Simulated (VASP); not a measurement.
# WC (P1) in VASP: single point with PBEsol

Aim: the single point of WC with PBEsol.

Program: VASP 6.6.1. These are calculated values, not measurements. Logs are shortened: lines on timing, memory, paths and dates and some standing lists are left out, and cuts for length are marked.

### 1 The cell of the first run

The typed cell holds 16 atoms: a = 5.772 Å, b = 4.999 Å, c = 5.648 Å, α = 90.00°, β = 90.00°, γ = 90.00°.

### 2 Single point, PBEsol

Contents of INCAR:

```
PREC     = Accurate       # precision mode
ENCUT    = 520            # plane-wave cutoff, eV
EDIFF    = 1E-6           # SCF threshold, eV
ISMEAR   = -1             # smearing method
SIGMA    = 0.17           # smearing width, eV
LREAL    = Auto         
LASPH    = T              # aspherical terms in the spheres
NELM     = 100            # most SCF steps
ALGO     = Normal         # electronic algorithm
ISIF     = 2              # what is computed and relaxed
LWAVE    = F              # write WAVECAR
LCHARG   = F              # write CHGCAR
GGA      = PS             # functional
NBANDS   = 86             # bands
```

Contents of KPOINTS:

```
regular mesh
0
Gamma
  3 3 3
```

Contents of POSCAR:

```
WC
1.0
   -2.8860900000     -4.9988550000      0.0000000000
    4.3291350000     -2.4994270000      0.0000000000
    0.0000000000      0.0000000000      5.6483400000
W C
8 8
Direct
    0.7339025490      0.4884829897      0.0339568794
    0.7426215780      0.4932100085      0.5436641562
    0.4909582973     -0.0106141684      0.0399232341
    0.4906931662     -0.0098438510      0.5413094821
    0.2418930018      0.4791546056      0.0323634909
    0.2412944743      0.4833523486      0.5351129712
   -0.0065595222     -0.0080458039      0.0412510578
   -0.0150701247     -0.0088686854      0.5391141468
    0.4893585177      0.6483356893      0.2826494156
    0.4795216494      0.6431637353      0.7951008615
    0.2614606921      0.1519932016      0.3001235761
    0.2494907707      0.1421653098      0.7734130736
   -0.0055053810      0.6441958902      0.2887397005
   -0.0175536307      0.6608106797      0.7894531845
    0.7359746765      0.1656656940      0.3030801970
    0.7376681003      0.1489157829      0.8010141033
```

Potentials or basis: VASP PAW PBE potentials, release 64 (W_sv, C).

Launch:

```console
cat potpaw_PBE.64/W_sv/POTCAR potpaw_PBE.64/C/POTCAR > POTCAR
mpirun -np 1 vasp_std > vasp.out
```

OUTCAR:

```text
PREC = Accurate
   ENCUT = 520
   EDIFF = 1E-6
   ISMEAR = -1
   LREAL = Auto
   LASPH = T
   NELM = 100
   ISIF = 2
   GGA = PS

 ion  position               nearest neighbor table
   1  0.734  0.488  0.034-  10 2.14   9 2.15  16 2.15  14 2.17  15 2.22  13 2.22   2 2.77   5 2.84
                             3 2.86   3 2.87   2 2.88   7 2.90   7 2.93   5 2.93
   2  0.743  0.493  0.544-  15 2.13  14 2.13  13 2.18  10 2.21   9 2.22  16 2.25   1 2.77   8 2.86
                             8 2.87   4 2.88   6 2.88   1 2.88   6 2.89   4 2.90
   3  0.491  0.989  0.040-  16 2.12  11 2.14   9 2.19  12 2.19  10 2.22  15 2.23   4 2.82   4 2.83
                             5 2.84   1 2.86   1 2.87   7 2.87   7 2.90   5 2.93
   4  0.491  0.990  0.541-  12 2.06  11 2.06  15 2.14  16 2.19   9 2.25  10 2.25   3 2.82   3 2.83
                             8 2.85   6 2.86   2 2.88   2 2.90   6 2.91   8 2.92
   5  0.242  0.479  0.032-  10 2.09   9 2.18  13 2.19  14 2.22  11 2.23  12 2.23   6 2.81   7 2.83
                             3 2.84   6 2.84   1 2.84   3 2.93   1 2.93   7 2.94
   6  0.241  0.483  0.535-  11 2.13  13 2.15  10 2.16  12 2.17   9 2.18  14 2.25   5 2.81   5 2.84
                             4 2.86   8 2.87   2 2.88   2 2.89   4 2.91   8 2.94
   7  0.993  0.992  0.041-  16 2.15  14 2.18  13 2.23  12 2.24  15 2.27  11 2.27   8 2.81   5 2.83
                             8 2.84   3 2.87   1 2.90   3 2.90   1 2.93   5 2.94
   8  0.985  0.991  0.539-  15 2.15  12 2.16  14 2.17  16 2.20  13 2.24  11 2.24   7 2.81   7 2.84
                             4 2.85   2 2.86   6 2.87   2 2.87   4 2.92   6 2.94
   9  0.489  0.648  0.283-   1 2.15   5 2.18   6 2.18   3 2.19   2 2.22   4 2.25
  10  0.480  0.643  0.795-   5 2.09   1 2.14   6 2.16   2 2.21   3 2.22   4 2.25
  11  0.261  0.152  0.300-   4 2.06   6 2.13   3 2.14   5 2.23   8 2.24   7 2.27
  12  0.249  0.142  0.773-   4 2.06   8 2.16   6 2.17   3 2.19   5 2.23   7 2.24
  13  0.994  0.644  0.289-   6 2.15   2 2.18   5 2.19   1 2.22   7 2.23   8 2.24
  14  0.982  0.661  0.789-   2 2.13   1 2.17   8 2.17   7 2.18   5 2.22   6 2.25
  15  0.736  0.166  0.303-   2 2.13   4 2.14   8 2.15   1 2.22   3 2.23   7 2.27
  16  0.738  0.149  0.801-   3 2.12   1 2.15   7 2.15   4 2.19   8 2.20   2 2.25

  LATTYP: Found a simple orthorhombic cell.
 ALAT       =     4.9988543864
 B/A-ratio  =     1.1299268919
 C/A-ratio  =     1.1547006521

  Lattice vectors:

 A1 = (   4.3291350000,  -2.4994270000,   0.0000000000)
 A2 = (   0.0000000000,   0.0000000000,   5.6483400000)
 A3 = (  -2.8860900000,  -4.9988550000,   0.0000000000)

Analysis of symmetry for initial positions (statically):
=====================================================================
 Subroutine PRICEL returns:
 Original cell was already a primitive cell.

 Routine SETGRP: Setting up the symmetry group for a
 simple orthorhombic supercell.

 Subroutine GETGRP returns: Found  1 space group operations
 (whereof  1 operations were pure point group operations)
[... 147 lines left out ...]
   EFERMI =   0.00;   METHOD = LEGACY
   ISMEAR =    -1;   SIGMA  =   0.17  broadening in eV -4-tet -1-fermi 0-gaus
   EFERMI_NEDOS =   21; number of points for ismear=-14 and -15
   IALGO  =     38    algorithm
   IMIX   =      4    mixing-type and parameters
     AMIX     =   0.40;   BMIX     =  1.00
     AMIX_MAG =   1.60;   BMIX_MAG =  1.00
  volume/ion in A,a.u.               =      10.19        68.74
  Fermi-wavevector in a.u.,A,eV,Ry     =   1.570912  2.968594 33.575985  2.467765
  Thomas-Fermi vector in A             =   2.672575
   LORBIT       =      0    0 simple, 1 ext, 2 COOP (PROOUT), +10 PAW based schemes
   GGA     = PS    functional components
   LHFCALC =     F    Hartree Fock is set to
   AEXX    =    0.0000 exact exchange contribution
   IVDW    =     0    specifies the selected vdW correction
   LEPSILON=     F    determine dielectric tensor
   LRPA    =     F    only Hartree local field effects (RPA)
 non-spin polarized calculation
  energy-cutoff  :      520.00
  volume of cell :      162.98
 maximum number of plane-waves:      4399
 NGX is ok and might be reduce to    48
   NGX = 21   NGY = 19   NGZ = 21

 number of electron     144.0000004 magnetization

 Free energy of the ion-electron system (eV)
  ---------------------------------------------------
  ext. energy  EPLUGINS =         0.00000000
  ---------------------------------------------------
  free energy    TOTEN  =      -190.49579318 eV

  energy without entropy =     -190.23278278  energy(sigma->0) =     -190.36428798

 E-fermi :  11.3445     XC(G=0): -14.0271

 val. band max:       11.3025355598   @ k =   0.3333   0.0000   0.0000
 cond. band min:      11.3605851709   @ k =   0.3333   0.0000   0.3333
 fundamental gap:      0.0580496110
 Fermi energy:        11.3444803200

 k-point     1 :       0.0000    0.0000    0.0000
  band No.  band energies     occupation
      1     -62.7077      2.00000
      2     -62.6518      2.00000
      3     -62.6317      2.00000
      4     -62.6194      2.00000
      5     -62.5988      2.00000
      6     -62.5693      2.00000
[... 1207 lines left out ...]
     83      15.1637      0.00000
     84      15.4131      0.00000
 [bands above 84 left out]

------------------------ aborting loop because EDIFF is reached ----------------------------------------

  FORCE on cell =-STRESS in cart. coord.  units (eV):
  Direction    XX          YY          ZZ          XY          YZ          ZX
  --------------------------------------------------------------------------------------
  -------------------------------------------------------------------------------------
  Total        8.7047571      8.4781451      5.0759324      1.0258234      0.4029488      0.0973599
  in kB       85.5728560     83.3451266     49.8993851     10.0844440      3.9612227      0.9571046
  external PRESSURE =      72.9391226 kB  Pullay stress =       0.0000000 kB

 VOLUME and BASIS-vectors are now :
 -----------------------------------------------------------------------------
  energy-cutoff  :      520.00
  volume of cell :      162.98
      direct lattice vectors                 reciprocal lattice vectors
    -2.886090000 -4.998855000  0.000000000    -0.086622372 -0.150034365  0.000000000
     4.329135000 -2.499427000  0.000000000     0.173244779 -0.100022910  0.000000000
     0.000000000  0.000000000  5.648340000     0.000000000  0.000000000  0.177043167

 POSITION                                       TOTAL-FORCE (eV/Angst)
 -----------------------------------------------------------------------------------
     -0.00340     -4.88960      0.19180        -0.713896     -1.071993      1.513480
     -0.00810     -4.94500      3.07080        -0.025144      0.890275     -0.824940
      2.86623     -4.92713      0.22550        -0.740979      0.480313      0.215426
      2.87034     -4.92773      3.05750        -1.802611      0.039266     -0.202501
      1.37620     -2.40680      0.18280         1.035629      0.421319      1.088193
      1.39610     -2.41430      3.02250         0.718203     -0.255965      0.362385
[... 8 lines left out ...]
     -1.40690     -4.09310      1.71190        -0.845133     -0.160548     -1.455283
     -1.48430     -4.05970      4.52440         0.312663     -0.542211     -0.989876
 -----------------------------------------------------------------------------------
    total drift:                                0.013713     -0.008382      0.004046

  FREE ENERGIE OF THE ION-ELECTRON SYSTEM (eV)
  ---------------------------------------------------
  free  energy   TOTEN  =      -190.4957931847 eV

  energy  without entropy=     -190.2327827793  energy(sigma->0) =     -190.36428798
```

OSZICAR:

```text
N       E                     dE             d eps       ncg     rms          rms(c)
DAV:   1     0.193311083385E+04    0.19331E+04   -0.77574E+04  2408   0.193E+03
DAV:   2    -0.105855138059E+02   -0.19437E+04   -0.18808E+04  2408   0.620E+02
DAV:   3    -0.204724491527E+03   -0.19414E+03   -0.18417E+03  2788   0.171E+02
DAV:   4    -0.213448842972E+03   -0.87244E+01   -0.85729E+01  2832   0.330E+01
DAV:   5    -0.213704034690E+03   -0.25519E+00   -0.25426E+00  2968   0.535E+00    0.976E+01
DAV:   6    -0.191173368450E+03    0.22531E+02   -0.13157E+02  2930   0.373E+01    0.309E+01
DAV:   7    -0.190688986419E+03    0.48438E+00   -0.60271E+00  2752   0.964E+00    0.145E+01
DAV:   8    -0.190544468498E+03    0.14452E+00   -0.81582E-01  2832   0.599E+00    0.230E+00
DAV:   9    -0.190497344004E+03    0.47124E-01   -0.18822E-01  2872   0.282E+00    0.604E-01
DAV:  10    -0.190496347471E+03    0.99653E-03   -0.34564E-02  3008   0.780E-01    0.313E-01
DAV:  11    -0.190495899791E+03    0.44768E-03   -0.21077E-03  2920   0.304E-01    0.138E-01
DAV:  12    -0.190495804065E+03    0.95726E-04   -0.99057E-04  3136   0.180E-01    0.414E-02
DAV:  13    -0.190495797440E+03    0.66248E-05   -0.95343E-05  3048   0.711E-02    0.206E-02
DAV:  14    -0.190495794316E+03    0.31249E-05   -0.14325E-05  3048   0.234E-02    0.122E-02
DAV:  15    -0.190495793272E+03    0.10441E-05   -0.18522E-06  1720   0.107E-02    0.389E-03
DAV:  16    -0.190495793185E+03    0.86839E-07   -0.42764E-07  1480   0.356E-03
   1 F= -.19049579E+03 E0= -.19036429E+03  d E =-.263010E+00
```

Run time: 5.8 min. Hardware: 1 thread of Intel Xeon Platinum 8259CL at 2.50GHz (Skylake/Cascade Lake), shared host; peak memory 0.34 GiB.

What came out:

| Property | Result |
| --- | --- |
| Free energy | -190.4958 eV |
| Pressure | 7.3 GPa |
| Largest force | 2.623 eV/Å |
| Band gap on the k mesh | 0.06 eV |

Forces on the atoms (eV/Å):
```
W   -0.714 -1.072  1.513
W   -0.025  0.890 -0.825
W   -0.741  0.480  0.215
W   -1.803  0.039 -0.203
W    1.036  0.421  1.088
W    0.718 -0.256  0.362
W   -0.625  0.509  0.231
W   -1.128 -0.602 -0.144
C    0.360 -0.326  0.682
C    0.391 -1.226 -0.928
C    1.282  1.801 -1.412
C    1.472  0.685  1.922
C    1.058 -0.165 -0.224
C   -0.749 -0.476  0.165
C   -0.845 -0.161 -1.455
C    0.313 -0.542 -0.990
```

Levels at points of the mesh, in eV from the valence-band top:
```
           k point  band 68  band 69  band 70  band 71  band 72  band 73  band 74  band 75  band 76  band 77
(0.00, 0.00, 0.00)    -0.74    -0.68    -0.47    -0.36    -0.03     0.34     1.12     1.21     2.18     2.20
```

Caveat: the PAW data sets were made with another functional, which shifts forces and pressure a little; spin-orbit coupling is left out, which moves the levels of the heavy elements. A k mesh can miss the band edges.
